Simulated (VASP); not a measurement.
# LaTe (Pm-3m) in VASP: notebook

The runs below take LaTe through single point, with LDA.

Program: VASP 6.6.1. These are calculated values, not measurements. Logs are shortened: lines on timing, memory, paths and dates and some standing lists are left out, and cuts for length are marked.

## (1) The cell of the first run

Symmetry: Pm-3m, No. 221, cubic system. The conventional cell has a = 3.936 Å, b = 3.936 Å, c = 3.936 Å, α = 90.00°, β = 90.00°, γ = 90.00°. Within 4.5 Å of La (site symmetry m-3m) lie 8 Te at 3.41 Å and 6 La at 3.94 Å. Within 4.5 Å of Te (site symmetry m-3m) lie 8 La at 3.41 Å and 6 Te at 3.94 Å.

## (2) Single point, LDA

INCAR

```
SYSTEM = LaTe
PREC     = Accurate       ! precision mode
ENCUT    = 520            ! plane-wave cutoff, eV
EDIFF    = 1E-7           ! SCF threshold, eV
ISMEAR   = 1              ! smearing method
SIGMA    = 0.2            ! smearing width, eV
LREAL    = .False.        ! projectors in reciprocal space
LASPH    = .True.         ! aspherical terms in the spheres
NELM     = 60             ! most SCF steps
ALGO     = Normal         ! electronic algorithm
ISIF     = 2              ! what is computed and relaxed
LWAVE    = .False.        ! write WAVECAR
LCHARG   = .False.        ! write CHGCAR
NBANDS   = 16             ! bands
```

KPOINTS

```
regular mesh
0
Gamma
  7 7 7
  0 0 0
```

POSCAR

```
LaTe
1.0
    3.9360900000      0.0000000000      0.0000000000
    0.0000000000      3.9360900000      0.0000000000
    0.0000000000      0.0000000000      3.9360900000
La Te
1 1
Direct
    0.0000000000      0.0000000000      0.0000000000
    0.5000000000      0.5000000000      0.5000000000
```

Potentials or basis: VASP PAW LDA potentials, release 64 (La, Te).

Launch:

```sh
$ cat potpaw_LDA.64/La/POTCAR potpaw_LDA.64/Te/POTCAR > POTCAR
$ mpirun -np 1 vasp_std > vasp.out
```

OUTCAR:

```text
SYSTEM = LaTe
   PREC = Accurate
   ENCUT = 520
   EDIFF = 1E-7
   ISMEAR = 1
   LREAL = .False.
   LASPH = .True.
   NELM = 60
   ISIF = 2

 ion  position               nearest neighbor table
   1  0.000  0.000  0.000-   2 3.41   2 3.41   2 3.41   2 3.41   2 3.41   2 3.41   2 3.41   2 3.41

   2  0.500  0.500  0.500-   1 3.41   1 3.41   1 3.41   1 3.41   1 3.41   1 3.41   1 3.41   1 3.41

  LATTYP: Found a simple cubic cell.
 ALAT       =     3.9360900000

  Lattice vectors:

 A1 = (   3.9360900000,   0.0000000000,   0.0000000000)
 A2 = (   0.0000000000,   3.9360900000,   0.0000000000)
 A3 = (   0.0000000000,   0.0000000000,   3.9360900000)

Analysis of symmetry for initial positions (statically):
=====================================================================
 Subroutine PRICEL returns:
 Original cell was already a primitive cell.

 Routine SETGRP: Setting up the symmetry group for a
 simple cubic supercell.

 Subroutine GETGRP returns: Found 48 space group operations
 (whereof 48 operations were pure point group operations)
 out of a pool of 48 trial point group operations.

The static configuration has the point symmetry O_h .

Analysis of symmetry for dynamics (positions and initial velocities):
=====================================================================
 Subroutine PRICEL returns:
 Original cell was already a primitive cell.

 Routine SETGRP: Setting up the symmetry group for a
 simple cubic supercell.

 Subroutine GETGRP returns: Found 48 space group operations
 (whereof 48 operations were pure point group operations)
 out of a pool of 48 trial point group operations.

The dynamic configuration has the point symmetry O_h .

 Subroutine INISYM returns: Found 48 space group operations
 (whereof 48 operations are pure point group operations),
 and found     1 'primitive' translations

----------------------------------------------------------------------------------------

                                     Primitive cell

  volume of cell :      60.9811

  direct lattice vectors                    reciprocal lattice vectors
     3.936090000  0.000000000  0.000000000     0.254059231  0.000000000  0.000000000
     0.000000000  3.936090000  0.000000000     0.000000000  0.254059231  0.000000000
     0.000000000  0.000000000  3.936090000     0.000000000  0.000000000  0.254059231

  length of vectors
     3.936090000  3.936090000  3.936090000     0.254059231  0.254059231  0.254059231

  position of ions in fractional coordinates (direct lattice)
     0.000000000  0.000000000  0.000000000
[... 74 lines left out ...]
   LREAL  =      F    real-space projection
   EDIFFG = 0.1E-05   stopping-criterion for IOM
   NSW    =      0    number of steps for IOM
   IBRION =     -1    ionic relax: 0-MD 1-quasi-New 2-CG
   NFREE  =      0    steps in history (QN), initial steepest desc. (CG)
   ISIF   =      2    stress and relaxation
   ISYM   =      2    0-nonsym 1-usesym 2-fastsym
   POTIM  = 0.5000    time-step for ionic-motion
   TEBEG  =    0.0;   TEEND  =   0.0 temperature during run
   PSTRESS=    0.0 pullay stress
   NELECT =      17.0000    total number of electrons
   NUPDOWN=      -1.0000    fix difference up-down
   EMIN   =  10.00;   EMAX   =-10.00  energy-range for DOS
   EFERMI =   0.00;   METHOD = LEGACY
   ISMEAR =     1;   SIGMA  =   0.20  broadening in eV -4-tet -1-fermi 0-gaus
   EFERMI_NEDOS =   21; number of points for ismear=-14 and -15
   IALGO  =     38    algorithm
   IMIX   =      4    mixing-type and parameters
     AMIX     =   0.40;   BMIX     =  1.00
     AMIX_MAG =   1.60;   BMIX_MAG =  1.00
  volume/ion in A,a.u.               =      30.49       205.76
  Fermi-wavevector in a.u.,A,eV,Ry     =   1.069447  2.020963 15.561226  1.143718
  Thomas-Fermi vector in A             =   2.205127
   LORBIT       =      0    0 simple, 1 ext, 2 COOP (PROOUT), +10 PAW based schemes
   GGA     = CA    functional components
   LHFCALC =     F    Hartree Fock is set to
   AEXX    =    0.0000 exact exchange contribution
   IVDW    =     0    specifies the selected vdW correction
   LEPSILON=     F    determine dielectric tensor
   LRPA    =     F    only Hartree local field effects (RPA)
 non-spin polarized calculation
 Methfessel and Paxton  Order N= 1 SIGMA  =   0.20
  energy-cutoff  :      520.00
  volume of cell :       60.98
 maximum number of plane-waves:      1659
 NGX is ok and might be reduce to    30
   NGX = 15   NGY = 15   NGZ = 15

 number of electron      17.0000000 magnetization

 Free energy of the ion-electron system (eV)
  ---------------------------------------------------
  ext. energy  EPLUGINS =         0.00000000
  ---------------------------------------------------
  free energy    TOTEN  =       -12.37603727 eV

  energy without entropy =      -12.36797471  energy(sigma->0) =      -12.37334975

 E-fermi :   8.9098     XC(G=0): -10.2355

 val. band max:        8.8915074275   @ k =   0.2857   0.1429   0.1429
 cond. band min:       8.9265260337   @ k =   0.1429   0.1429   0.1429
 fundamental gap:      0.0350186062
 Fermi energy:         8.9097850909

 k-point     1 :       0.0000    0.0000    0.0000
  band No.  band energies     occupation
      1     -24.1794      2.00000
      2      -7.7191      2.00000
      3      -7.7191      2.00000
      4      -7.7191      2.00000
      5      -3.3067      2.00000
      6       7.4335      2.00000
[... 357 lines left out ...]
      3      -8.0720      2.00000
      4      -8.0720      2.00000
      5      -1.8776      2.00000
      6       4.1797      2.00000
[... 8 lines left out ...]
     15      10.4485     -0.00000
     16      11.9293     -0.00000

------------------------ aborting loop because EDIFF is reached ----------------------------------------

  FORCE on cell =-STRESS in cart. coord.  units (eV):
  Direction    XX          YY          ZZ          XY          YZ          ZX
  --------------------------------------------------------------------------------------
  -------------------------------------------------------------------------------------
  Total       -1.6180606     -1.6180606     -1.6180606     -0.0000000      0.0000000     -0.0000000
  in kB      -42.5118794    -42.5118794    -42.5118794     -0.0000000      0.0000000     -0.0000000
  external PRESSURE =     -42.5118794 kB  Pullay stress =       0.0000000 kB

 VOLUME and BASIS-vectors are now :
 -----------------------------------------------------------------------------
  energy-cutoff  :      520.00
  volume of cell :       60.98
      direct lattice vectors                 reciprocal lattice vectors
     3.936090000  0.000000000  0.000000000     0.254059231  0.000000000  0.000000000
     0.000000000  3.936090000  0.000000000     0.000000000  0.254059231  0.000000000
     0.000000000  0.000000000  3.936090000     0.000000000  0.000000000  0.254059231

 POSITION                                       TOTAL-FORCE (eV/Angst)
 -----------------------------------------------------------------------------------
      0.00000      0.00000      0.00000         0.000000      0.000000      0.000000
      1.96805      1.96805      1.96805         0.000000      0.000000      0.000000
 -----------------------------------------------------------------------------------
    total drift:                                0.000000     -0.000000     -0.000000

  FREE ENERGIE OF THE ION-ELECTRON SYSTEM (eV)
  ---------------------------------------------------
  free  energy   TOTEN  =       -12.3760372742 eV

  energy  without entropy=      -12.3679747086  energy(sigma->0) =      -12.37334975
```

OSZICAR:

```text
N       E                     dE             d eps       ncg     rms          rms(c)
DAV:   1     0.128097001328E+03    0.12810E+03   -0.57535E+03   648   0.126E+03
DAV:   2     0.604065944294E+00   -0.12749E+03   -0.11565E+03   848   0.189E+02
DAV:   3    -0.116724018726E+02   -0.12276E+02   -0.11937E+02   880   0.890E+01
DAV:   4    -0.123826787371E+02   -0.71028E+00   -0.70215E+00  1104   0.167E+01
DAV:   5    -0.124098629580E+02   -0.27184E-01   -0.26780E-01   856   0.274E+00    0.395E+00
DAV:   6    -0.123861974959E+02    0.23665E-01   -0.46848E-02  1096   0.220E+00    0.235E+00
DAV:   7    -0.123764868411E+02    0.97107E-02   -0.55903E-03   968   0.606E-01    0.309E-01
DAV:   8    -0.123760517188E+02    0.43512E-03   -0.12222E-03  1120   0.291E-01    0.104E-01
DAV:   9    -0.123760405138E+02    0.11205E-04   -0.21481E-04   976   0.742E-02    0.121E-02
DAV:  10    -0.123760378085E+02    0.27053E-05   -0.27505E-05  1000   0.377E-02    0.939E-03
DAV:  11    -0.123760372499E+02    0.55857E-06   -0.55262E-06   904   0.938E-03    0.256E-03
DAV:  12    -0.123760372742E+02   -0.24292E-07   -0.64647E-07  1104   0.644E-03
   1 F= -.12376037E+02 E0= -.12373350E+02  d E =-.806257E-02
```

Run time: 12 s. Hardware: 1 thread of Intel Xeon Platinum 8488C (Sapphire Rapids), shared host; peak memory 0.16 GiB.

Results:

* Free energy: -12.3760 eV
* Pressure: -4.3 GPa

Caveat: spin-orbit coupling is left out, which moves the levels of the heavy elements.

## (3) Single point, LDA

INCAR

```
PREC = Accurate
ENCUT = 520
EDIFF = 1E-7
ISMEAR = 1
SIGMA = 0.1
LREAL = F
LASPH = T
NELM = 80
ALGO = Normal
ISIF = 2
LWAVE = F
LCHARG = F
NBANDS = 16
```

KPOINTS

```
Automatic mesh
0
Gamma
  7 7 7
```

POSCAR is that of step 2.

Potentials or basis: VASP PAW LDA potentials, release 64 (La, Te).

Launch:

```sh
$ cat potpaw_LDA.64/La/POTCAR potpaw_LDA.64/Te/POTCAR > POTCAR
$ mpirun -np 1 vasp_std > vasp.out
```

Wall time 12 s (1 thread of Intel Xeon Platinum 8488C (Sapphire Rapids), shared host); peak memory 0.17 GiB.

Results (log left out):

```yaml
Free_energy: -12.3726 eV
Pressure: -4.2 GPa
```

Levels at points of the mesh, in eV from the Fermi level:
```tsv
k point	band 7	band 8	band 9	band 10	band 11	band 12
(0.00, 0.00, 0.00)	-1.48	-1.48	-1.20	-1.20	1.27	1.27
```

Caveat: spin-orbit coupling is left out, which moves the levels of the heavy elements.
